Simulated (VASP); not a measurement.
# AlSi16 (a cell with a defect) in VASP: further runs

The runs below take AlSi16 (a cell with a defect) through single point, with PBEsol.

Program: VASP 6.6.1. These are calculated values, not measurements. Logs are shortened: lines on timing, memory, paths and dates and some standing lists are left out, and cuts for length are marked.

**1. The cell of the first run**

The cell holds a defect, 17 atoms: a = 7.679 Å, b = 7.679 Å, c = 7.679 Å, α = 60.00°, β = 60.00°, γ = 60.00°.

**2. Single point, PBEsol, collinear spin, ferromagnetic start**

INCAR

```
  PREC = Accurate
  ENCUT = 520
  EDIFF = 1E-7
  ISMEAR = -1
  SIGMA = 0.02
  LREAL = Auto
  LASPH = True
  NELM = 150
  ALGO = Normal
  ISIF = 2
  LWAVE = False
  LCHARG = True
  ISPIN = 2
  MAGMOM = 0 0 0 0 0 0 0 0 0 0 0 0 0 0 0 0 1
  LORBIT = 11
  GGA = PS
  LELF = True
  LVHAR = True
  NBANDS = 52
```

KPOINTS

```
Automatic mesh
0
Gamma
  2 2 2
```

POSCAR

```
AlSi16
1.0
    0.0000000000      5.4300000000      5.4300000000
    5.4300000000      0.0000000000      5.4300000000
    5.4300000000      5.4300000000      0.0000000000
Si Al
16 1
Direct
   -0.0406906077      0.0620349908     -0.0325506446
    0.0405709024      0.1976427256      0.1557090239
    0.0476611418     -0.0073480663      0.4850092081
    0.1087476980      0.2220441989      0.5735543278
   -0.0266666667      0.5694659300     -0.0167771639
    0.1361878453      0.7020994475      0.0457274401
    0.0248895028      0.5796040516      0.4179650092
    0.1725874770      0.6404327808      0.6246316759
    0.4718324125      0.0150920810     -0.0079650092
    0.5581215470      0.1949907919      0.0858379374
    0.4882136280      0.0309023941      0.4644751381
    0.7016758748      0.0375506446      0.5901841621
    0.5071362799      0.5548895028     -0.0464917127
    0.6002117864      0.6199539595      0.1491620626
    0.5717679558      0.4566850829      0.5274769797
    0.6417587477      0.6677624309      0.5935819521
    0.2681215470      0.2716390424      0.7428729282
```

Potentials or basis: VASP PAW PBE potentials, release 64 (Si, Al).

Launch:

```sh
$ cat potpaw_PBE.64/Si/POTCAR potpaw_PBE.64/Al/POTCAR > POTCAR
$ mpirun -np 1 vasp_std > vasp.out
```

OUTCAR:

```text
PREC = Accurate
   ENCUT = 520
   EDIFF = 1E-7
   ISMEAR = -1
   LREAL = Auto
   LASPH = True
   NELM = 150
   ISIF = 2
   ISPIN = 2
   LORBIT = 11
   GGA = PS

 ion  position               nearest neighbor table
   1  0.959  0.062  0.967-   6 2.29   4 2.49  10 2.52   2 2.57  17 2.85
   2  0.041  0.198  0.156-   3 2.22   5 2.37   1 2.57  17 2.66   9 2.73  12 3.14
   3  0.048  0.993  0.485-   8 2.22   2 2.22  12 2.25   4 2.48
   4  0.109  0.222  0.574-   7 2.26  11 2.42  17 2.43   3 2.48   1 2.49
   5  0.973  0.569  0.983-   6 2.28   8 2.31   2 2.37  14 2.39  17 2.94
   6  0.136  0.702  0.046-   5 2.28   1 2.29  13 2.34   7 2.34
   7  0.025  0.580  0.418-   4 2.26   6 2.34  16 2.43   8 2.66  17 3.11
   8  0.173  0.640  0.625-   3 2.22   5 2.31  17 2.32  15 2.53   7 2.66
   9  0.472  0.015  0.992-  10 2.29  17 2.48  14 2.48  12 2.64   2 2.73
  10  0.558  0.195  0.086-   9 2.29  13 2.31  11 2.40   1 2.52
  11  0.488  0.031  0.464-  16 2.29  12 2.31  10 2.40   4 2.42  17 2.84
  12  0.702  0.038  0.590-   3 2.25  11 2.31   9 2.64  15 2.70  17 2.81  16 3.08   2 3.14
  13  0.507  0.555  0.954-  16 2.26  14 2.28  10 2.31   6 2.34
  14  0.600  0.620  0.149-  13 2.28   5 2.39  15 2.46   9 2.48
  15  0.572  0.457  0.527-  16 2.27  14 2.46   8 2.53  17 2.70  12 2.70
  16  0.642  0.668  0.594-  13 2.26  15 2.27  11 2.29   7 2.43  12 3.08
  17  0.268  0.272  0.743-   8 2.32   4 2.43   9 2.48   2 2.66  15 2.70  12 2.81  11 2.84   1 2.85
                             5 2.94   7 3.11

  LATTYP: Found a face centered cubic cell.
 ALAT       =    10.8600000000

  Lattice vectors:

 A1 = (   0.0000000000,   5.4300000000,   5.4300000000)
 A2 = (   5.4300000000,   0.0000000000,   5.4300000000)
 A3 = (   5.4300000000,   5.4300000000,   0.0000000000)

Analysis of symmetry for initial positions (statically):
=====================================================================
 Subroutine PRICEL returns:
 Original cell was already a primitive cell.

 Routine SETGRP: Setting up the symmetry group for a
 face centered cubic supercell.

 Subroutine GETGRP returns: Found  1 space group operations
 (whereof  1 operations were pure point group operations)
 out of a pool of 48 trial point group operations.

The static configuration has the point symmetry C_1 .

Analysis of symmetry for dynamics (positions and initial velocities):
=====================================================================
 Subroutine PRICEL returns:
 Original cell was already a primitive cell.

 Routine SETGRP: Setting up the symmetry group for a
 face centered cubic supercell.

 Subroutine GETGRP returns: Found  1 space group operations
 (whereof  1 operations were pure point group operations)
 out of a pool of 48 trial point group operations.

The dynamic configuration has the point symmetry C_1 .

Analysis of structural, dynamic, and magnetic symmetry:
=====================================================================
 Subroutine PRICEL returns:
 Original cell was already a primitive cell.

 Routine SETGRP: Setting up the symmetry group for a
 face centered cubic supercell.

 Subroutine GETGRP returns: Found  1 space group operations
 (whereof  1 operations were pure point group operations)
 out of a pool of 48 trial point group operations.

The overall configuration has the point symmetry C_1 .

 Subroutine INISYM returns: Found  1 space group operations
 (whereof  1 operations are pure point group operations),
 and found     1 'primitive' translations

----------------------------------------------------------------------------------------

                                     Primitive cell

  volume of cell :     320.2060

  direct lattice vectors                    reciprocal lattice vectors
     0.000000000  5.430000000  5.430000000    -0.092081031  0.092081031  0.092081031
     5.430000000  0.000000000  5.430000000     0.092081031 -0.092081031  0.092081031
     5.430000000  5.430000000  0.000000000     0.092081031  0.092081031 -0.092081031

  length of vectors
[... 45 lines left out ...]
  ---------------------------------------------------
  free energy    TOTEN  =       -89.83697405 eV

  energy without entropy =      -89.82179561  energy(sigma->0) =      -89.82938483

 E-fermi :   6.6931     XC(G=0):  -9.8568

 val. band max:        6.6879483113   @ k =   0.5000   0.0000   0.0000
 cond. band min:       6.7069572663   @ k =   0.0000   0.0000   0.0000
 fundamental gap:      0.0190089551
 Fermi energy:         6.6930795842

 spin component 1

 k-point     1 :       0.0000    0.0000    0.0000
  band No.  band energies     occupation
      1      -5.9513      1.00000
      2      -3.7482      1.00000
      3      -3.6249      1.00000
      4      -3.2908      1.00000
      5      -3.1723      1.00000
      6      -2.3656      1.00000
[... 373 lines left out ...]
     44       9.8899      0.00000
     45      10.1634      0.00000
 Fermi energy:         6.6930795842

 spin component 2

 k-point     1 :       0.0000    0.0000    0.0000
  band No.  band energies     occupation
      1      -5.9510      1.00000
      2      -3.7480      1.00000
      3      -3.6247      1.00000
      4      -3.2906      1.00000
      5      -3.1721      1.00000
      6      -2.3654      1.00000
[... 373 lines left out ...]
     44       9.8903      0.00000
     45      10.1637      0.00000
 [bands above 45 left out]

------------------------ aborting loop because EDIFF is reached ----------------------------------------

  FORCE on cell =-STRESS in cart. coord.  units (eV):
  Direction    XX          YY          ZZ          XY          YZ          ZX
  --------------------------------------------------------------------------------------
  -------------------------------------------------------------------------------------
  Total        2.3263245      2.5962101      5.8609234      1.2532543     -2.8623295      4.6698559
  in kB       11.6399574     12.9903526     29.3256158      6.2707618    -14.3219028     23.3660110
  external PRESSURE =      17.9853086 kB  Pullay stress =       0.0000000 kB

 VOLUME and BASIS-vectors are now :
 -----------------------------------------------------------------------------
  energy-cutoff  :      520.00
  volume of cell :      320.21
      direct lattice vectors                 reciprocal lattice vectors
     0.000000000  5.430000000  5.430000000    -0.092081031  0.092081031  0.092081031
     5.430000000  0.000000000  5.430000000     0.092081031 -0.092081031  0.092081031
     5.430000000  5.430000000  0.000000000     0.092081031  0.092081031 -0.092081031

 POSITION                                       TOTAL-FORCE (eV/Angst)
 -----------------------------------------------------------------------------------
      5.59010     10.46230      5.54590         1.286638     -0.839578      0.739771
      1.91870      1.06580      1.29350        -1.586581     -0.793301      0.276295
      8.02370      2.89240      5.64890         1.133327      0.472076      1.590229
      4.32010      3.70490      1.79620        -1.274052      0.567591     -1.996785
      8.43110     10.62410      8.37740        -0.031354     -0.097369     -0.871447
      4.06070      0.98780      4.55190         0.330950      0.455691     -0.104856
[... 9 lines left out ...]
      6.84910      6.70790      7.11070        -0.671499      0.202501      1.109101
      5.50880      5.48970      2.93090        -0.535307      1.092696     -0.496452
 -----------------------------------------------------------------------------------
    total drift:                               -0.004703     -0.002567     -0.000521

  FREE ENERGIE OF THE ION-ELECTRON SYSTEM (eV)
  ---------------------------------------------------
  free  energy   TOTEN  =       -89.8369740526 eV

  energy  without entropy=      -89.8217956139  energy(sigma->0) =      -89.82938483

 total charge

# of ion       s       p       d       tot
------------------------------------------
    1        0.761   0.858   0.000   1.619
    2        0.780   0.868   0.000   1.648
    3        0.778   0.936   0.000   1.715
    4        0.760   0.915   0.000   1.676
    5        0.754   0.926   0.000   1.681
    6        0.751   0.963   0.000   1.714
[... 9 lines left out ...]
   16        0.754   0.950   0.000   1.704
   17        0.467   0.345   0.000   0.813
--------------------------------------------------
tot         12.723  14.788   0.000  27.512

 magnetization (x)

# of ion       s       p       d       tot
------------------------------------------
    1       -0.000   0.000   0.000   0.000
    2        0.000   0.000   0.000   0.000
    3        0.000   0.000   0.000   0.000
    4        0.000   0.000   0.000   0.000
    5        0.000   0.000   0.000   0.000
    6        0.000  -0.000   0.000   0.000
[... 9 lines left out ...]
   16        0.000   0.000   0.000   0.000
   17        0.000   0.000   0.000   0.000
--------------------------------------------------
tot          0.000   0.001   0.000   0.001
```

Wall time 20 min (1 thread of Oxide Virtual Turin-like, shared host); peak memory 0.67 GiB.

What came out:

```
Free energy                                           : -89.8370 eV
Pressure                                              : 1.8 GPa
Largest force                                         : 2.436 eV/Å
Net moment                                            : 0.00 μB per cell
Valence electrons inside the program's atomic spheres : Si 1.62, 1.65, 1.72, 1.68, 1.71, 1.70, 1.63, 1.67, 1.64; Al 0.81
```

Forces on the atoms (eV/Å):
```
Si   1.287 -0.840  0.740
Si  -1.587 -0.793  0.276
Si   1.133  0.472  1.590
Si  -1.274  0.568 -1.997
Si  -0.031 -0.097 -0.871
Si   0.331  0.456 -0.105
Si   1.748  0.364  0.531
Si  -1.215 -0.821 -0.035
Si  -0.678 -0.142 -0.911
Si  -0.651  1.532  0.404
Si   0.059 -1.178  0.454
Si   2.086 -0.246 -0.275
Si   0.304 -0.096 -0.658
Si   1.098  0.407  1.055
Si  -1.403 -0.880 -0.810
Si  -0.671  0.203  1.109
Al  -0.535  1.093 -0.496
```

Levels at points of the mesh, in eV from the Fermi level:
Spin up:
```
           k point  band 29  band 30  band 31  band 32  band 33  band 34  band 35  band 36  band 37  band 38
(0.00, 0.00, 0.00)    -1.32    -1.12    -0.84    -0.67    -0.47    -0.34    -0.17     0.01     0.38     0.58
(0.50, 0.00, 0.00)    -1.76    -1.49    -1.07    -0.72    -0.36    -0.01     0.25     0.54     0.68     0.96
(0.00, 0.50, 0.00)    -1.43    -1.28    -1.23    -0.71    -0.41    -0.15     0.34     0.52     0.94     1.03
(0.00, 0.00, 0.50)    -1.52    -1.36    -1.10    -0.79    -0.40     0.04     0.40     0.55     0.80     0.93
(0.50, 0.50, 0.50)    -1.50    -1.49    -1.14    -0.85    -0.27     0.05     0.17     0.39     0.93     1.06
(0.50, 0.50, 0.00)    -1.99    -1.63    -1.52    -1.38    -0.03     0.21     0.84     1.09     1.17     1.44
(0.00, 0.50, 0.50)    -1.85    -1.82    -1.57    -1.28    -0.07     0.36     1.01     1.15     1.26     1.38
(0.50, 0.00, 0.50)    -1.81    -1.69    -1.53    -1.29    -0.32     0.03     0.88     1.14     1.24     1.35
```
Spin down:
| k point | band 30 | band 31 | band 32 | band 33 | band 34 | band 35 | band 36 | band 37 |
| --- | --- | --- | --- | --- | --- | --- | --- | --- |
| (0.00, 0.00, 0.00) | -1.12 | -0.84 | -0.67 | -0.47 | -0.34 | -0.17 | 0.01 | 0.38 |
| (0.50, 0.00, 0.00) | -1.49 | -1.07 | -0.72 | -0.36 | -0.01 | 0.25 | 0.54 | 0.68 |
| (0.00, 0.50, 0.00) | -1.28 | -1.23 | -0.71 | -0.41 | -0.15 | 0.34 | 0.52 | 0.94 |
| (0.00, 0.00, 0.50) | -1.36 | -1.10 | -0.79 | -0.40 | 0.04 | 0.40 | 0.56 | 0.80 |
| (0.50, 0.50, 0.50) | -1.49 | -1.14 | -0.85 | -0.27 | 0.05 | 0.17 | 0.39 | 0.93 |
| (0.50, 0.50, 0.00) | -1.63 | -1.52 | -1.38 | -0.03 | 0.21 | 0.84 | 1.09 | 1.17 |
| (0.00, 0.50, 0.50) | -1.82 | -1.57 | -1.28 | -0.07 | 0.36 | 1.01 | 1.15 | 1.26 |
| (0.50, 0.00, 0.50) | -1.69 | -1.53 | -1.29 | -0.32 | 0.04 | 0.88 | 1.14 | 1.24 |

Caveat: the k points lie up to 0.50 Å⁻¹ apart; the PAW data sets were made with another functional, which shifts forces and pressure a little.

(Part 1 of 2 ends here.)
